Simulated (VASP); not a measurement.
Here is a VASP 6.6.1 calculation.

Contents of INCAR:

```
SYSTEM = CoC2
PREC = Accurate
ENCUT = 600
EDIFF = 1E-6
ISMEAR = 0
SIGMA = 0.1
LREAL = .False.
LASPH = .True.
NELM = 150
ALGO = Normal
ISIF = 3
LWAVE = .False.
LCHARG = .False.
ISPIN = 2
MAGMOM = 1.37 1.37 0 0 0 0
LORBIT = 11
LMAXMIX = 4
GGA = PE
IBRION = 2
NSW = 90
EDIFFG = -0.04
```

File KPOINTS:

```
Automatic mesh
0
Gamma
  6 6 6
  0 0 0
```

Contents of POSCAR:

```
CoC2
1.0
    0.0000000000      2.9391150572      2.9391150572
    2.9391150572      0.0000000000      2.9391150572
    2.9391150572      2.9391150572      0.0000000000
Co C
2 4
Direct
    0.0000000000      0.0000000000      0.0000000000
    0.2500000000      0.2500000000      0.2500000000
    0.6250000000      0.6250000000      0.6250000000
    0.1250000000      0.6250000000      0.6250000000
    0.6250000000      0.6250000000      0.1250000000
    0.6250000000      0.1250000000      0.6250000000
```

Potentials or basis: VASP PAW PBE potentials, release 64 (Co, C).

Command:

```sh
$ cat potpaw_PBE.64/Co/POTCAR potpaw_PBE.64/C/POTCAR > POTCAR
$ mpirun -np 1 vasp_std > vasp.out
```

Predict the relaxed cell.

a = 4.058 Å, b = 4.058 Å, c = 4.058 Å, α = 60.00°, β = 60.00°, γ = 60.00°.

What does it give for the relaxed volume?

7.88 Å³/atom.

What does it give for the site moments?

Co +1.11; C +0.01 μB.

What does it give for the space group after relaxing (to 0.05 Å)?

Fd-3m (No. 227).

Final structure:
```xyz
6
Lattice="0.0000 2.8696 2.8696 2.8696 0.0000 2.8696 2.8696 2.8696 0.0000" Properties=species:S:1:pos:R:3 pbc="T T T"
Co    0.0000    0.0000    0.0000
Co    1.4348    1.4348    1.4348
C     3.5869    3.5869    3.5869
C     3.5869    2.1522    2.1522
C     2.1522    2.1522    3.5869
C     2.1522    3.5869    2.1522
```
